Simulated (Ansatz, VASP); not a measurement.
Two plane-wave programs on WC

File INCAR:

```
PREC = Accurate ; ENCUT = 600
EDIFF = 1E-6 ; ISMEAR = -1
SIGMA = 0.05 ; LREAL = False
LASPH = True ; NELM = 200
ALGO = Normal ; ISIF = 2
LWAVE = False ; LCHARG = True
MAGMOM = 0 0 0 0 0 0 ; LORBIT = 11
LSORBIT = True ; GGA_COMPAT = False
LORBMOM = True ; LMAXMIX = 4
GGA = PS ; LVHAR = True
NBANDS = 30
```

Contents of KPOINTS:

```
regular mesh
0
Gamma
  7 7 5
```

The input POSCAR:

```
WC
1.0
    1.6403461100     -2.1180379000      0.0000000000
    1.6403461100      2.1180379000      0.0000000000
    0.0000000000      0.0000000000      4.3094211000
W C
1 1
Direct
    0.5000000000      0.5000000000      0.5000000000
    0.0000000000      0.0000000000      0.0000000000
```

File input.yaml:

```yaml
crystal:
  lattice:
    - [1.64034611, -2.1180379, 0.0]
    - [1.64034611, 2.1180379, 0.0]
    - [0.0, 0.0, 4.3094211]
  atoms:
    - { symbol: W, position: [0.5, 0.5, 0.5] }
    - { symbol: C, position: [0.0, 0.0, 0.0] }
hamiltonian:
  xc: pbesol
  pseudopotentials: { kind: paw_fr }
magnetization:
  noncollinear: true
  spin_orbit: true
kpoints:
  mp_grid: { grid: [7, 7, 5] }
  band_path:
    path:
      - [[0.0, 0.0, 0.0], [0.3999489885, 0.3999489885, 0.0], [0.0, 0.5, 0.0], [0.0, 0.5, 0.5], [0.3999489885, 0.3999489885, 0.5], [0.0, 0.0, 0.5], [0.0, 0.0, 0.0], [-0.5, 0.5, 0.0], [-0.3999489885, 0.6000510115, 0.0], [-0.3999489885, 0.6000510115, 0.5], [-0.5, 0.5, 0.5], [-0.5, 0.5, 0.0]]
      - [[0.0, 0.0, 0.5], [-0.5, 0.5, 0.5]]
    npoints: 14
scf:
  occupations: { method: fermi_dirac, width: 0.05 }
  n_extra_bands: 6
output:
  forces: true
  stress: true
  eigenvalues: true
  fatbands: true
```

Alike in both runs: functional PBEsol; k mesh 7 × 7 × 5; occupations fermi-dirac, width 0.05 eV; non-collinear spin, spin-orbit coupling.

|  | VASP | Ansatz |
| --- | --- | --- |
| version | VASP 6.6.1 | Ansatz 0.2.0 |
| potentials or method | VASP PAW PBE potentials, release 64 (W_sv, C) | Ansatz PAW |
| plane-wave cutoff (eV) | 600 | 420 |
| valence electrons in the cell | 18 | 18 |
| task | single point | band structure |

|  | VASP | Ansatz | Ansatz less VASP |
| --- | --- | --- | --- |
| net moment per atom (μB) | 0.00 | 0.00 | 0.000 |

VASP's potentials were made for PBE, not for PBEsol. With one functional, cell and mesh, what is left measures potentials, basis and numerics.
